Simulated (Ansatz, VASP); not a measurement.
## GaW: VASP beside Ansatz

```
CELL_PARAMETERS angstrom
3.28433 0.00000 0.00000
-1.64216 2.84431 0.00000
0.00000 0.00000 3.20360
ATOMIC_POSITIONS crystal
W 0.00000 0.00000 0.00000
Ga 0.66667 0.33333 0.50000
```

Alike in both runs: task single point; functional PBEsol; k mesh 12 × 12 × 10; no spin polarisation.

```csv
,VASP,Ansatz
version,VASP 6.6.1,Ansatz 0.2.0
potentials or method,"VASP PAW PBE potentials, release 64 (W_sv, Ga_d), cutoff 520 eV",PAW plane waves
occupations,"fermi-dirac, width 0.1 eV",fermi-dirac
valence electrons in the cell,27,27
```

```csv
,VASP,Ansatz,Ansatz less VASP
pressure (GPa),20.2,19.6,-0.62
"traceless stress, the component that is largest in VASP (GPa)",20.44,20.30,-0.140
```

VASP's potentials were made for PBE, not for PBEsol. Ansatz's warnings: structure snapped to symmetry.

Neither program's run includes spin-orbit coupling.
